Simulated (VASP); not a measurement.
Here is a VASP 6.6.1 calculation.

Contents of INCAR:

```
SYSTEM = SiC
PREC = Accurate
ENCUT = 600
EDIFF = 1E-6
ISMEAR = 1
SIGMA = 0.02
LREAL = .False.
LASPH = .True.
NELM = 120
ALGO = Normal
ISIF = 2
LWAVE = .False.
LCHARG = .False.
GGA = PE
NBANDS = 11
GGA_COMPAT = .False.
```

Contents of KPOINTS:

```
regular mesh
0
Gamma
  10 10 10
  0 0 0
```

Contents of POSCAR:

```
SiC
1.0
    0.0000000000      2.1897201901      2.1897201901
    2.1897201901      0.0000000000      2.1897201901
    2.1897201901      2.1897201901      0.0000000000
Si C
1 1
Direct
    0.0000000000      0.0000000000      0.0000000000
    0.7500000000      0.7500000000      0.7500000000
```

Potentials or basis: VASP PAW PBE potentials, release 64 (Si, C).

Run with:

```bash
$ cat potpaw_PBE.64/Si/POTCAR potpaw_PBE.64/C/POTCAR > POTCAR
$ mpirun -np 1 vasp_std > vasp.out
```

Q: What does it give for the pressure?

A: -0.1 GPa.

Q: Predict the band gap on the k mesh.

A: 1.37 eV, indirect (least direct gap 4.53 eV).

**The experiment to reproduce.**

“Insight into the structural, elastic and electronic properties of a new orthorhombic 6O-SiC polytype”, 2020, pmc:7200658 quotes, for a bulk crystal of SiC: band gap 2.4 eV (indirect).

Against the measured gap of SiC, 2.4 eV (indirect; quoted in “Insight into the structural, elastic and electronic properties of a new orthorhombic 6O-SiC polytype”, 2020, pmc:7200658), the calculated 1.37 eV is off by -1.03 eV. The value is that of PBE on a finite k mesh, which can miss the band edges, without temperature or zero-point motion. Semilocal functionals fall short of measured gaps as a rule.
